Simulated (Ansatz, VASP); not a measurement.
## ZnO: VASP beside Ansatz

```
CELL_PARAMETERS angstrom
3.27926 0.00000 0.00000
-1.63963 2.83992 0.00000
0.00000 0.00000 5.29387
ATOMIC_POSITIONS crystal
Zn 0.33333 0.66667 0.99848
Zn 0.66667 0.33333 0.49848
O 0.33333 0.66667 0.37752
O 0.66667 0.33333 0.87752
```

Alike in both runs: functional PBE; k mesh 12 × 12 × 7; occupations fermi-dirac, width 0.08 eV; no spin polarisation.

Ansatz relaxed the structure, and its values are those at the end. VASP's run is a single point on that final structure, the one shown.

|  | VASP | Ansatz |
| --- | --- | --- |
| version | VASP 6.6.1 | Ansatz 0.2.0 |
| potentials or method | VASP PAW PBE potentials, release 64 (Zn, O) | PAW with Ansatz's default frozen-core files, scalar-relativistic |
| plane-wave cutoff (eV) | 520 | 420 |
| valence electrons in the cell | 36 | 36 |

|  | VASP | Ansatz | Ansatz less VASP |
| --- | --- | --- | --- |
| pressure (GPa) | 0.9 | 0.0 | -0.89 |
